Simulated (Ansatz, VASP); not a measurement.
## One calculation of Re, two programs

File INCAR:

```
ALGO = Fast
EDIFF = 1E-7
ENCUT = 520
GGA = CA
ISIF = 2
ISMEAR = 0
LASPH = T
LCHARG = F
LREAL = F
LWAVE = F
NBANDS = 10
NELM = 60
PREC = Accurate
SIGMA = 0.15
```

File KPOINTS:

```
k-points
0
Gamma
  22 22 22
```

File POSCAR:

```
Re
1.0
    0.0000000000      2.0306628523      1.8682098241
    2.0306628523      0.0000000000      1.8682098241
    2.0306628523      2.0306628523      0.0000000000
Re
1
Direct
    0.0000000000      0.0000000000      0.0000000000
```

Input for Ansatz:

```yaml
crystal:
  lattice:
    - [0.0, 2.0306628523, 1.8682098241]
    - [2.0306628523, 0.0, 1.8682098241]
    - [2.0306628523, 2.0306628523, 0.0]
  atoms:
    - { symbol: Re, position: [0.0, 0.0, 0.0] }
basis:
  ecutwfc: 420
kpoints:
  mp_grid: { grid: [22, 22, 22] }
hamiltonian:
  xc: lda
scf:
  occupations: { method: gaussian, width: 0.15 }
output:
  forces: true
  stress: true
  eigenvalues: true
```

Alike in both runs: task single point; functional LDA; k mesh 22 × 22 × 22; occupations gaussian, width 0.15 eV; no spin polarisation.

|  | VASP | Ansatz |
| --- | --- | --- |
| version | VASP 6.6.1 | Ansatz 0.2.0 |
| potentials or method | VASP PAW LDA potentials, release 64 (Re), cutoff 520 eV | scalar-relativistic, plane waves, PAW |
| valence electrons in the cell | 7 | 15 |

Ansatz gave:

```
gap on the k mesh at the Fermi level (eV)                     : none
pressure (GPa)                                                : -23.1
traceless stress, the component that is largest in VASP (GPa) : 11.72
```

Estimate VASP's values.

gap on the k mesh at the Fermi level (eV): none; pressure (GPa): -22.4; traceless stress, the component that is largest in VASP (GPa): 11.65.

LDA's correlation is that of Perdew and Zunger in VASP and of Perdew and Wang (1992) in Ansatz. A gap of «none» marks a metal or a gap that the smearing closes. VASP's potentials hold 7 valence electrons a cell and Ansatz's 15, so a difference there can come from the potentials and not from the codes.

Neither program's run includes spin-orbit coupling.
